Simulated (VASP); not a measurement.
# GaN (P6_3mc) in VASP: G0W0 quasiparticle levels with PBE

Aim: the G0W0 quasiparticle levels of GaN with PBE.

All numbers are computed with VASP 6.6.1; they aren't measurements. Logs are shortened: lines on timing, memory, paths and dates and some standing lists are left out, and cuts for length are marked.

### 1 The cell of the first run

The structure is hexagonal, space group P6_3mc (No. 186). Conventional cell: a = 3.183 Å, b = 3.183 Å, c = 5.184 Å, α = 90.00°, β = 90.00°, γ = 120.00°. Within 2.6 Å of Ga (site symmetry 3m) lie 4 N at 1.95 Å. Within 2.6 Å of N (site symmetry 3m) lie 4 Ga at 1.95 Å.

### 2 G0W0 quasiparticle levels, PBE

The input, POSCAR:

```
GaN
1.0
    3.1831494054      0.0000000000      0.0000000000
   -1.5915747027      2.7566882491      0.0000000000
    0.0000000000      0.0000000000      5.1836254809
Ga N
2 2
Direct
    0.3333333333      0.6666666667     -0.0008868069
    0.6666666667      0.3333333333      0.4991131931
    0.3333333333      0.6666666667      0.3758868069
    0.6666666667      0.3333333333      0.8758868069
```

The input, INCAR.step1:

```
ALGO     = Normal         # electronic algorithm
EDIFF    = 1E-8           # SCF threshold, eV
ENCUT    = 500            # plane-wave cutoff, eV
GGA      = PE             # functional
ISMEAR   = 0              # smearing method
LASPH    = T              # aspherical terms in the spheres
LCHARG   = F              # write CHGCAR
LREAL    = F              # projectors in reciprocal space
LWAVE    = T              # write WAVECAR
NELM     = 100            # most SCF steps
PREC     = Accurate       # precision mode
SIGMA    = 0.01           # smearing width, eV
```

The input, INCAR.step2:

```
ALGO     = Exact          # electronic algorithm
EDIFF    = 1E-8           # SCF threshold, eV
ENCUT    = 500            # plane-wave cutoff, eV
GGA      = PE             # functional
ISMEAR   = 0              # smearing method
ISTART   = 1            
LASPH    = T              # aspherical terms in the spheres
LCHARG   = F              # write CHGCAR
LOPTICS  = T              # frequency-dependent dielectric function
LREAL    = F              # projectors in reciprocal space
LWAVE    = T              # write WAVECAR
NBANDS   = 91             # bands
NELM     = 1              # most SCF steps
PREC     = Accurate       # precision mode
SIGMA    = 0.01           # smearing width, eV
```

The input, INCAR.step3:

```
ALGO     = EVGW0          # electronic algorithm
EDIFF    = 1E-8           # SCF threshold, eV
ENCUT    = 500            # plane-wave cutoff, eV
ENCUTGW  = 80.0           # cutoff of the response function
GGA      = PE             # functional
ISMEAR   = 0              # smearing method
ISTART   = 1            
LASPH    = T              # aspherical terms in the spheres
LCHARG   = F              # write CHGCAR
LREAL    = F              # projectors in reciprocal space
LWAVE    = F              # write WAVECAR
NBANDS   = 91             # bands
NBANDSGW = 26           
NELMGW   = 1            
NOMEGA   = 96             # frequency points
OMEGAMAX = 20           
PREC     = Accurate       # precision mode
PRECFOCK = Fast         
SIGMA    = 0.01           # smearing width, eV
```

The input, KPOINTS:

```
k-points
0
Gamma
  9 9 4
```

Potentials or basis: VASP PAW PBE potentials, release 64 (Ga_d_GW, N_GW).

Launch:

```sh
$ cat potpaw_PBE.64/Ga_d_GW/POTCAR potpaw_PBE.64/N_GW/POTCAR > POTCAR
$ cp INCAR.step1 INCAR
$ mpirun -np 1 vasp_std > vasp.out
$ cp INCAR.step2 INCAR
$ mpirun -np 1 vasp_std > vasp.out
$ cp INCAR.step3 INCAR
$ mpirun -np 1 vasp_std > vasp.out
```

OUTCAR:

```text
EDIFF = 1E-8
   ENCUT = 500
   ENCUTGW = 80.0
   GGA = PE
   ISMEAR = 0
   ISTART = 1
   LASPH = T
   LREAL = F
   NELMGW = 1
   PREC = Accurate
   PRECFOCK = Fast

 ion  position               nearest neighbor table
   1  0.333  0.667  0.999-   4 1.95   4 1.95   4 1.95   3 1.95
   2  0.667  0.333  0.499-   3 1.95   3 1.95   3 1.95   4 1.95
   3  0.333  0.667  0.376-   2 1.95   2 1.95   2 1.95   1 1.95
   4  0.667  0.333  0.876-   1 1.95   1 1.95   1 1.95   2 1.95

  LATTYP: Found a hexagonal cell.
 ALAT       =     3.1831494054
 C/A-ratio  =     1.6284581151

  Lattice vectors:

 A1 = (   3.1831494054,   0.0000000000,   0.0000000000)
 A2 = (  -1.5915747027,   2.7566882491,   0.0000000000)
 A3 = (   0.0000000000,   0.0000000000,   5.1836254809)

Analysis of symmetry for initial positions (statically):
=====================================================================
 Subroutine PRICEL returns:
 Original cell was already a primitive cell.

 Routine SETGRP: Setting up the symmetry group for a
 hexagonal supercell.

 Subroutine GETGRP returns: Found 12 space group operations
 (whereof  6 operations were pure point group operations)
 out of a pool of 24 trial point group operations.

The static configuration has the point symmetry C_3v.
 The point group associated with its full space group is C_6v.

Analysis of symmetry for dynamics (positions and initial velocities):
=====================================================================
 Subroutine PRICEL returns:
 Original cell was already a primitive cell.

 Routine SETGRP: Setting up the symmetry group for a
 hexagonal supercell.

 Subroutine GETGRP returns: Found 12 space group operations
 (whereof  6 operations were pure point group operations)
 out of a pool of 24 trial point group operations.

The dynamic configuration has the point symmetry C_3v.
 The point group associated with its full space group is C_6v.

 Subroutine INISYM returns: Found 12 space group operations
 (whereof  6 operations are pure point group operations),
 and found     1 'primitive' translations

----------------------------------------------------------------------------------------

                                     Primitive cell

  volume of cell :      45.4861

  direct lattice vectors                    reciprocal lattice vectors
     3.183149405  0.000000000  0.000000000     0.314154277  0.181377056  0.000000000
    -1.591574703  2.756688249  0.000000000     0.000000000  0.362754113  0.000000000
     0.000000000  0.000000000  5.183625481     0.000000000  0.000000000  0.192915172

  length of vectors
     3.183149405  3.183149405  5.183625481     0.362754113  0.362754113  0.192915172

  position of ions in fractional coordinates (direct lattice)
     0.333333333  0.666666667  0.999113193
     0.666666667  0.333333333  0.499113193
     0.333333333  0.666666667  0.375886807
     0.666666667  0.333333333  0.875886807

  ion indices of the primitive-cell ions
   primitive index   ion index
                 1           1
                 2           2
                 3           3
                 4           4

----------------------------------------------------------------------------------------

 KPOINTS: k-points

Automatic generation of k-mesh.
 Grid dimensions read from file:
 generate k-points for:    9    9    4

 Generating k-lattice:

  Cartesian coordinates                     Fractional coordinates (reciprocal lattice)
     0.034906031  0.020153006  0.000000000     0.111111111  0.000000000  0.000000000
     0.000000000  0.040306013  0.000000000     0.000000000  0.111111111  0.000000000
     0.000000000  0.000000000  0.048228793     0.000000000  0.000000000  0.250000000

  Length of vectors
     0.040306013  0.040306013  0.048228793

  Shift w.r.t. Gamma in fractional coordinates (k-lattice)
     0.000000000  0.000000000  0.000000000

 Subroutine IBZKPT returns following result:
 ===========================================

 Found     36 irreducible k-points:

 Following reciprocal coordinates:
            Coordinates               Weight
  0.000000  0.000000  0.000000      1.000000
  0.111111  0.000000  0.000000      6.000000
  0.222222  0.000000  0.000000      6.000000
  0.333333  0.000000  0.000000      6.000000
  0.444444  0.000000  0.000000      6.000000
  0.111111  0.111111  0.000000      6.000000
[... 16 lines left out ...]
  0.333333  0.222222  0.250000     24.000000
  0.333333  0.333333  0.250000      4.000000
 [... further k-points ...]
   k-points           NKPTS =     36   k-points in BZ     NKDIM =    324   number of bands    NBANDS=     91
   number of dos      NEDOS =    301   number of ions     NIONS =      4
   total plane-waves  NPLWV =  23040
   dimension x,y,z NGX =    24 NGY =   24 NGZ =   40
   dimension x,y,z NGXF=    48 NGYF=   48 NGZF=   80
   ions per type =               2   2
   NGX,Y,Z   is equivalent  to a cutoff of  12.53, 12.53, 12.83 a.u.
   NGXF,Y,Z  is equivalent  to a cutoff of  25.07, 25.07, 25.66 a.u.
 SYSTEM =  unknown system
   PREC   = accura    normal or accurate (medium, high low for compatibility)
   ISTART =      1    job   : 0-new  1-cont  2-samecut
   ICHARG =      0    charge: 1-file 2-atom 10-const
   ISPIN  =      1    spin polarized calculation?
   LNONCOLLINEAR =      F non collinear calculations
   LSORBIT =      F    spin-orbit coupling
   LASPH  =      T    aspherical Exc in radial PAW
   ENCUT  =  500.0 eV  36.75 Ry    6.06 a.u.   5.80  5.80  9.45*2*pi/ulx,y,z
   NELM   =     60;   NELMIN=  2; NELMDL=  0     # of ELM steps
   EDIFF  = 0.1E-07   stopping-criterion for ELM
   LREAL  =      F    real-space projection
   EDIFFG = 0.1E-06   stopping-criterion for IOM
   NSW    =      0    number of steps for IOM
   IBRION =     -1    ionic relax: 0-MD 1-quasi-New 2-CG
   NFREE  =      0    steps in history (QN), initial steepest desc. (CG)
   ISIF   =      0    stress and relaxation
   ISYM   =      3    0-nonsym 1-usesym 2-fastsym
   POTIM  = 0.5000    time-step for ionic-motion
   TEBEG  =    0.0;   TEEND  =   0.0 temperature during run
   PSTRESS=    0.0 pullay stress
   NELECT =      36.0000    total number of electrons
   NUPDOWN=      -1.0000    fix difference up-down
   EMIN   =  10.00;   EMAX   =-10.00  energy-range for DOS
   EFERMI =   0.00;   METHOD = LEGACY
   ISMEAR =     0;   SIGMA  =   0.01  broadening in eV -4-tet -1-fermi 0-gaus
   EFERMI_NEDOS =   21; number of points for ismear=-14 and -15
   IALGO  =     38    algorithm
   IMIX   =      4    mixing-type and parameters
     AMIX     =   0.40;   BMIX     =  1.00
     AMIX_MAG =   1.60;   BMIX_MAG =  1.00
  volume/ion in A,a.u.               =      11.37        76.74
  Fermi-wavevector in a.u.,A,eV,Ry     =   1.514315  2.861640 31.200200  2.293150
  Thomas-Fermi vector in A             =   2.623989
   LORBIT       =      0    0 simple, 1 ext, 2 COOP (PROOUT), +10 PAW based schemes
   GGA     = PE    functional components
   LHFCALC =     T    Hartree Fock is set to
   PRECFOCK=fast      Normal, Fast or Accurate (Low or Medium for compatibility)
   ENCUT4O =  -1.0   cutoff for four orbital integrals eV
   NKREDX  =     1    reduce k-point grid by
   NKREDY  =     1    reduce k-point grid by
   NKREDZ  =     1    reduce k-point grid by
   AEXX    =    1.0000 exact exchange contribution
   HFSCREEN=    0.0000 screening length (either q_TF or 0.3 A-1)
   HFSCREENC=   0.0000 screening length for correlation (either q_TF or 0.3 A-1)
   ENCUTFOCK=  -1.0 apply spherical cutoff to Coloumb kernel
   IVDW    =     0    specifies the selected vdW correction
   LEPSILON=     F    determine dielectric tensor
   LRPA    =     F    only Hartree local field effects (RPA)
   LRPAFORCE           =     F    calculate RPA forces
   ENCUTGW             =  80.0    cutoff for response function in eV
   ENCUTGWSOFT         =  64.0    soft cutoff for Coulomb kernel in GW response function in eV
   ENCUTLF             =  -1.0    cutoff for local field effects
   NELMGW              =     1    number of iterations in solving QP/BSE equation
   NELMHF              =     1    number of iterations in the inner HF iteration
   NKREDLFX            =     1    NKREDLFY  =   1   NKREDLFZ  =   1
 non-spin polarized calculation
 Gauss-broadening in eV      SIGMA  =   0.01
  energy-cutoff  :      500.00
  volume of cell :       45.49
 maximum number of plane-waves:      1182
 NGX is ok and might be reduce to    24
  NGX = 14; NGY = 14; NGZ = 24
   NGX = 11   NGY = 11   NGZ = 19
 maximum number of plane-waves:        81
 NGX is ok and might be reduce to    10

 QP shifts <psi_nk| G(iteration)W_0 |psi_nk>: iteration 1
 for sc-GW calculations column KS-energies equals QP-energies in previous step
 and V_xc(KS)=  KS-energies - (<T + V_ion + V_H > + <T+V_H+V_ion>^1  + <V_x>^1)

 k-point   1 :       0.0000    0.0000    0.0000
  band No.  KS-energies  QP-energies   sigma(KS)   V_xc(KS)     V^pw_x(r,r')   Z            occupation Imag(sigma)

      1     -10.8330     -11.7001     -16.1783     -14.8677     -24.6134       0.6616       2.0000       0.9497
      2      -9.9215     -11.7724     -20.7634     -18.1113     -29.3247       0.6979       2.0000       0.6085
      3      -8.3092     -11.9345     -26.4289     -21.4982     -34.8231       0.7353       2.0000       0.1648
      4      -8.2939     -11.9055     -26.4276     -21.5118     -34.8218       0.7347       2.0000       0.1645
      5      -8.2939     -11.9055     -26.4276     -21.5118     -34.8218       0.7347       2.0000       0.1645
      6      -8.2323     -11.8787     -26.5242     -21.5748     -34.9019       0.7367       2.0000       0.1575
[... 18 lines left out ...]
     25      16.9106      17.9958     -10.7653     -12.1526      -5.6250       0.7823       0.0000      -0.1275
     26      16.9106      17.9958     -10.7653     -12.1526      -5.6250       0.7823       0.0000      -0.1275

 k-point   2 :       0.1111    0.0000    0.0000
  band No.  KS-energies  QP-energies   sigma(KS)   V_xc(KS)     V^pw_x(r,r')   Z            occupation Imag(sigma)

      1     -10.7136     -11.6206     -16.4225     -15.0621     -24.8500       0.6667       2.0000       0.9380
      2      -9.8911     -11.7851     -20.9477     -18.2394     -29.5170       0.6993       2.0000       0.5956
      3      -8.2966     -11.9204     -26.4180     -21.4923     -34.8093       0.7357       2.0000       0.1658
      4      -8.2767     -11.8958     -26.4555     -21.5337     -34.8504       0.7353       2.0000       0.1642
      5      -8.2547     -11.8340     -26.2517     -21.3858     -34.6189       0.7356       2.0000       0.1748
      6      -8.2179     -11.8685     -26.5151     -21.5654     -34.8882       0.7376       2.0000       0.1586
[... 651 lines left out ...]
 k-point  24 :       0.3333    0.3333    0.2500
  band No.  KS-energies  QP-energies   sigma(KS)   V_xc(KS)     V^pw_x(r,r')   Z            occupation Imag(sigma)

      1      -9.7733     -11.8227     -21.6180     -18.7090     -30.2122       0.7045       2.0000       0.5512
      2      -9.7733     -11.8227     -21.6180     -18.7090     -30.2122       0.7045       2.0000       0.5512
      3      -8.2561     -11.8977     -26.3910     -21.4530     -34.7318       0.7375       2.0000       0.1561
      4      -8.1411     -11.8278     -26.6010     -21.6149     -34.9559       0.7394       2.0000       0.1488
      5      -8.1411     -11.8278     -26.6010     -21.6149     -34.9559       0.7394       2.0000       0.1488
      6      -8.0805     -11.8164     -26.7963     -21.7593     -35.1772       0.7417       2.0000       0.1496
[... 18 lines left out ...]
     25      18.3223      19.1004     -10.5721     -11.5708      -5.2305       0.7791       0.0000      -0.1966
     26      18.7461      19.8330     -11.3150     -12.7410      -5.3328       0.7622       0.0000      -0.3128

 [... further k-points ...]
```

Run time: 42 min. Hardware: 1 thread of Intel Xeon 6975P-C (Granite Rapids), shared host; peak memory 1.2 GiB.

What came out:

| Property | Result |
| --- | --- |
| Quasiparticle gap | 3.02 eV |
| Least direct quasiparticle gap | 3.02 eV |
| Band gap of the starting levels on the mesh | 1.94 eV |
| Least direct gap of the starting levels on the mesh | 1.94 eV |

Caveat: bands, screening cutoff and mesh are small and nothing is extrapolated, so the quasiparticle values aren't converged.
